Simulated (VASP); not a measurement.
# Rh (I4/mmm) in VASP: notebook

Runs on Rh. Level: PBE. Tasks: single point.

All numbers are computed with VASP 6.6.1; they aren't measurements. Logs are shortened: lines on timing, memory, paths and dates and some standing lists are left out, and cuts for length are marked.

**1. The cell of the first run**

Symmetry: I4/mmm, No. 139, tetragonal system. Conventional cell: a = 2.481 Å, b = 2.481 Å, c = 4.562 Å, α = 90.00°, β = 90.00°, γ = 90.00°. Within 3.3 Å of Rh (site symmetry 4/mmm) lie 12 Rh at 2.48 to 2.88 Å.

**2. Single point, PBE**

INCAR

```
PREC = Accurate ; ENCUT = 520
EDIFF = 1E-7 ; ISMEAR = 0
SIGMA = 0.15 ; LREAL = False
LASPH = True ; NELM = 100
ALGO = Fast ; ISIF = 2
LWAVE = False ; LCHARG = True
GGA = PE ; LELF = True
LVHAR = True ; NBANDS = 14
```

KPOINTS

```
Automatic mesh
0
Gamma
  30 30 30
```

POSCAR

```
Rh
1.0
    0.0000000000      1.7546068343      2.2809888846
    1.7546068343      0.0000000000      2.2809888846
    1.7546068343      1.7546068343      0.0000000000
Rh
1
Direct
    0.0000000000      0.0000000000      0.0000000000
```

Potentials or basis: VASP PAW PBE potentials, release 64 (Rh_pv).

The run is started by

```bash
$ cat potpaw_PBE.64/Rh_pv/POTCAR > POTCAR
$ mpirun -np 1 vasp_std > vasp.out
```

OUTCAR:

```text
PREC = Accurate
   ENCUT = 520
   EDIFF = 1E-7
   ISMEAR = 0
   LREAL = False
   LASPH = True
   NELM = 100
   ISIF = 2
   GGA = PE

 ion  position               nearest neighbor table
   1  0.000  0.000  0.000-

  LATTYP: Found a body centered tetragonal cell.
 ALAT       =     2.4813887817
 C/A-ratio  =     1.8384776311

  Lattice vectors:

 A1 = (  -1.7546068343,   0.0000000000,   2.2809888846)
 A2 = (   1.7546068343,   0.0000000000,   2.2809888846)
 A3 = (   0.0000000000,   1.7546068343,  -2.2809888846)

Analysis of symmetry for initial positions (statically):
=====================================================================
 Subroutine PRICEL returns:
 Original cell was already a primitive cell.

 Routine SETGRP: Setting up the symmetry group for a
 body centered tetragonal supercell.

 Subroutine GETGRP returns: Found 16 space group operations
 (whereof 16 operations were pure point group operations)
 out of a pool of 16 trial point group operations.

The static configuration has the point symmetry D_4h.

Analysis of symmetry for dynamics (positions and initial velocities):
=====================================================================
 Subroutine PRICEL returns:
 Original cell was already a primitive cell.

 Routine SETGRP: Setting up the symmetry group for a
 body centered tetragonal supercell.

 Subroutine GETGRP returns: Found 16 space group operations
 (whereof 16 operations were pure point group operations)
 out of a pool of 16 trial point group operations.

The dynamic configuration has the point symmetry D_4h.

 Subroutine INISYM returns: Found 16 space group operations
 (whereof 16 operations are pure point group operations),
 and found     1 'primitive' translations

----------------------------------------------------------------------------------------

                                     Primitive cell

  volume of cell :      14.0447

  direct lattice vectors                    reciprocal lattice vectors
     0.000000000  1.754606834  2.280988885    -0.284964124  0.284964124  0.219203173
     1.754606834  0.000000000  2.280988885     0.284964124 -0.284964124  0.219203173
     1.754606834  1.754606834  0.000000000     0.284964124  0.284964124 -0.219203173

  length of vectors
     2.877769177  2.877769177  2.481388782     0.458758253  0.458758253  0.458758253

  position of ions in fractional coordinates (direct lattice)
     0.000000000  0.000000000  0.000000000

  ion indices of the primitive-cell ions
   primitive index   ion index
                 1           1

----------------------------------------------------------------------------------------

 KPOINTS: Automatic mesh

Automatic generation of k-mesh.
 Grid dimensions read from file:
 generate k-points for:   30   30   30

 Generating k-lattice:

  Cartesian coordinates                     Fractional coordinates (reciprocal lattice)
    -0.009498804  0.009498804  0.007306772     0.033333333  0.000000000  0.000000000
     0.009498804 -0.009498804  0.007306772     0.000000000  0.033333333  0.000000000
     0.009498804  0.009498804 -0.007306772     0.000000000  0.000000000  0.033333333

  Length of vectors
     0.015291942  0.015291942  0.015291942

  Shift w.r.t. Gamma in fractional coordinates (k-lattice)
     0.000000000  0.000000000  0.000000000

 Subroutine IBZKPT returns following result:
 ===========================================

 Found   1992 irreducible k-points:

 Following reciprocal coordinates:
            Coordinates               Weight
  0.000000  0.000000  0.000000      1.000000
  0.033333  0.000000  0.000000      8.000000
  0.066667  0.000000  0.000000      8.000000
  0.100000  0.000000  0.000000      8.000000
  0.133333  0.000000  0.000000      8.000000
  0.166667  0.000000  0.000000      8.000000
[... 16 lines left out ...]
  0.233333  0.033333  0.000000      8.000000
  0.266667  0.033333  0.000000      8.000000
 [... further k-points ...]
   k-points           NKPTS =   1992   k-points in BZ     NKDIM =   1992   number of bands    NBANDS=     14
   number of dos      NEDOS =    301   number of ions     NIONS =      1
   total plane-waves  NPLWV =  10368
   dimension x,y,z NGX =    24 NGY =   24 NGZ =   18
   dimension x,y,z NGXF=    48 NGYF=   48 NGZF=   36
   ions per type =               1
   NGX,Y,Z   is equivalent  to a cutoff of  13.86, 13.86, 12.06 a.u.
   NGXF,Y,Z  is equivalent  to a cutoff of  27.73, 27.73, 24.12 a.u.
 SYSTEM =  unknown system
   PREC   = accura    normal or accurate (medium, high low for compatibility)
   ISTART =      0    job   : 0-new  1-cont  2-samecut
   ICHARG =      2    charge: 1-file 2-atom 10-const
   ISPIN  =      1    spin polarized calculation?
   LNONCOLLINEAR =      F non collinear calculations
   LSORBIT =      F    spin-orbit coupling
   LASPH  =      T    aspherical Exc in radial PAW
   ENCUT  =  520.0 eV  38.22 Ry    6.18 a.u.   5.35  5.35  4.61*2*pi/ulx,y,z
   NELM   =    100;   NELMIN=  2; NELMDL= -5     # of ELM steps
   EDIFF  = 0.1E-06   stopping-criterion for ELM
   LREAL  =      F    real-space projection
   EDIFFG = 0.1E-05   stopping-criterion for IOM
   NSW    =      0    number of steps for IOM
   IBRION =     -1    ionic relax: 0-MD 1-quasi-New 2-CG
   NFREE  =      0    steps in history (QN), initial steepest desc. (CG)
   ISIF   =      2    stress and relaxation
   ISYM   =      2    0-nonsym 1-usesym 2-fastsym
   POTIM  = 0.5000    time-step for ionic-motion
   TEBEG  =    0.0;   TEEND  =   0.0 temperature during run
   PSTRESS=    0.0 pullay stress
   NELECT =      15.0000    total number of electrons
   NUPDOWN=      -1.0000    fix difference up-down
   EMIN   =  10.00;   EMAX   =-10.00  energy-range for DOS
   EFERMI =   0.00;   METHOD = LEGACY
   ISMEAR =     0;   SIGMA  =   0.15  broadening in eV -4-tet -1-fermi 0-gaus
   EFERMI_NEDOS =   21; number of points for ismear=-14 and -15
   IALGO  =     68    algorithm
   IMIX   =      4    mixing-type and parameters
     AMIX     =   0.40;   BMIX     =  1.00
     AMIX_MAG =   1.60;   BMIX_MAG =  1.00
  volume/ion in A,a.u.               =      14.04        94.78
  Fermi-wavevector in a.u.,A,eV,Ry     =   1.673405  3.162276 38.100167  2.800283
  Thomas-Fermi vector in A             =   2.758382
   LORBIT       =      0    0 simple, 1 ext, 2 COOP (PROOUT), +10 PAW based schemes
   GGA     = PE    functional components
   LHFCALC =     F    Hartree Fock is set to
   AEXX    =    0.0000 exact exchange contribution
   IVDW    =     0    specifies the selected vdW correction
   LEPSILON=     F    determine dielectric tensor
   LRPA    =     F    only Hartree local field effects (RPA)
 non-spin polarized calculation
 RMM-DIIS sequential band-by-band and
 Gauss-broadening in eV      SIGMA  =   0.15
  energy-cutoff  :      520.00
  volume of cell :       14.04
 maximum number of plane-waves:       413
 NGX is ok and might be reduce to    24
   NGX = 11   NGY = 11   NGZ =  9

 number of electron      15.0000003 magnetization

 Free energy of the ion-electron system (eV)
  ---------------------------------------------------
  ext. energy  EPLUGINS =         0.00000000
  ---------------------------------------------------
  free energy    TOTEN  =        -6.83381660 eV

  energy without entropy =       -6.81379994  energy(sigma->0) =       -6.82380827

 E-fermi :  11.4959     XC(G=0): -13.8590

 val. band max:       11.4956583470   @ k =   0.4667   0.3000   0.1000
 cond. band min:      11.4961398926   @ k =   0.3333   0.2333   0.0000
 fundamental gap:      0.0004815456
 Fermi energy:        11.4958696026

 k-point     1 :       0.0000    0.0000    0.0000
  band No.  band energies     occupation
      1     -34.7635      2.00000
      2     -34.6754      2.00000
      3     -34.6754      2.00000
      4       3.7622      2.00000
      5       6.6988      2.00000
      6       8.5514      2.00000
      7       9.9312      2.00000
      8       9.9312      2.00000
      9      12.0919      0.00000
     10      28.5416      0.00000
     11      28.6453      0.00000
     12      32.3344      0.00000
     13      35.3624      0.00000
     14      35.3624      0.00000

 k-point     2 :       0.0333    0.0000    0.0000
  band No.  band energies     occupation
      1     -34.7650      2.00000
      2     -34.6855      2.00000
      3     -34.6751      2.00000
      4       3.8079      2.00000
      5       6.7212      2.00000
      6       8.5613      2.00000
      7       9.8978      2.00000
      8       9.9455      2.00000
      9      12.0659      0.00000
     10      28.5827      0.00000
     11      28.7029      0.00000
     12      32.3345      0.00000
     13      34.9789      0.00000
     14      35.4332      0.00000

 k-point     3 :       0.0667    0.0000    0.0000
  band No.  band energies     occupation
      1     -34.7702      2.00000
      2     -34.7146      2.00000
      3     -34.6741      2.00000
      4       3.9429      2.00000
      5       6.7871      2.00000
      6       8.5894      2.00000
      7       9.8058      2.00000
      8       9.9875      2.00000
      9      11.9903      0.00000
     10      28.6747      0.00000
     11      28.8842      0.00000
     12      32.3343      0.00000
     13      34.1652      0.00000
     14      35.6405      0.00000
[... 324 lines left out ...]
 k-point    23 :       0.2333    0.0333    0.0000
  band No.  band energies     occupation
      1     -35.0174      2.00000
      2     -34.8142      2.00000
      3     -34.6694      2.00000
      4       5.2863      2.00000
      5       7.3485      2.00000
      6       8.3676      2.00000
      7      10.0107      2.00000
      8      10.4011      2.00000
      9      11.4718      1.17961
     10      27.8964      0.00000
     11      28.7481      0.00000
     12      32.3310      0.00000
     13      32.8739      0.00000
     14      35.0374      0.00000

 k-point    24 :       0.2667    0.0333    0.0000
  band No.  band energies     occupation
      1     -35.1101      2.00000
      2     -34.8272      2.00000
      3     -34.6663      2.00000
      4       5.5521      2.00000
      5       7.5024      2.00000
      6       8.4482      2.00000
      7      10.2695      2.00000
      8      10.4268      2.00000
      9      11.3923      1.67131
     10      26.9871      0.00000
     11      28.2219      0.00000
     12      32.3340      0.00000
     13      33.3223      0.00000
     14      35.0331      0.00000

 [... further k-points ...]

------------------------ aborting loop because EDIFF is reached ----------------------------------------

  FORCE on cell =-STRESS in cart. coord.  units (eV):
  Direction    XX          YY          ZZ          XY          YZ          ZX
  --------------------------------------------------------------------------------------
  -------------------------------------------------------------------------------------
  Total        2.5554117      2.5554117     -1.8994393      0.0000000     -0.0000000      0.0000000
  in kB      291.5134927    291.5134927   -216.6821793      0.0000000     -0.0000000      0.0000000
  external PRESSURE =     122.1149354 kB  Pullay stress =       0.0000000 kB

 VOLUME and BASIS-vectors are now :
 -----------------------------------------------------------------------------
  energy-cutoff  :      520.00
  volume of cell :       14.04
      direct lattice vectors                 reciprocal lattice vectors
     0.000000000  1.754606834  2.280988885    -0.284964124  0.284964124  0.219203173
     1.754606834  0.000000000  2.280988885     0.284964124 -0.284964124  0.219203173
     1.754606834  1.754606834  0.000000000     0.284964124  0.284964124 -0.219203173

 POSITION                                       TOTAL-FORCE (eV/Angst)
 -----------------------------------------------------------------------------------
      0.00000      0.00000      0.00000        -0.000000      0.000000      0.000000
 -----------------------------------------------------------------------------------
    total drift:                                0.000000      0.000000     -0.000000

  FREE ENERGIE OF THE ION-ELECTRON SYSTEM (eV)
  ---------------------------------------------------
  free  energy   TOTEN  =        -6.8338165982 eV

  energy  without entropy=       -6.8137999443  energy(sigma->0) =       -6.82380827
```

Wall time 3.1 min (1 thread of Intel Xeon Platinum 8559C (Emerald Rapids), shared host); peak memory 0.46 GiB.

What came out:

| Quantity | Value |
| --- | --- |
| Free energy | -6.8338 eV |
| Pressure | 12.2 GPa |
| Band gap on the k mesh | zero (an odd number of electrons rules out a gap without spin polarisation) |

Stress tensor (GPa, compression positive):
```
 29.15   0.00   0.00
  0.00  29.15   0.00
  0.00   0.00 -21.67
```

Levels at points of the mesh, in eV from the Fermi level:
```
           k point  band 3  band 4  band 5  band 6  band 7  band 8  band 9  band 10  band 11  band 12
(0.00, 0.00, 0.00)  -46.17   -7.73   -4.80   -2.94   -1.56   -1.56    0.60    17.05    17.15    20.84
(0.50, 0.00, 0.00)  -46.14   -5.85   -4.18   -1.75    0.29    0.88    1.02     8.97    13.97    20.84
(0.50, 0.50, 0.00)  -46.26   -6.06   -5.91    0.30    0.83    0.83    1.01     7.66    16.74    16.74
(0.50, 0.00, 0.50)  -46.31   -6.29   -5.31   -0.56    0.15    2.48    5.36    11.28    13.41    14.52
```

Caveat: the stress differs along the axes, from -22 to 29 GPa.

[end of part 1 of 2]
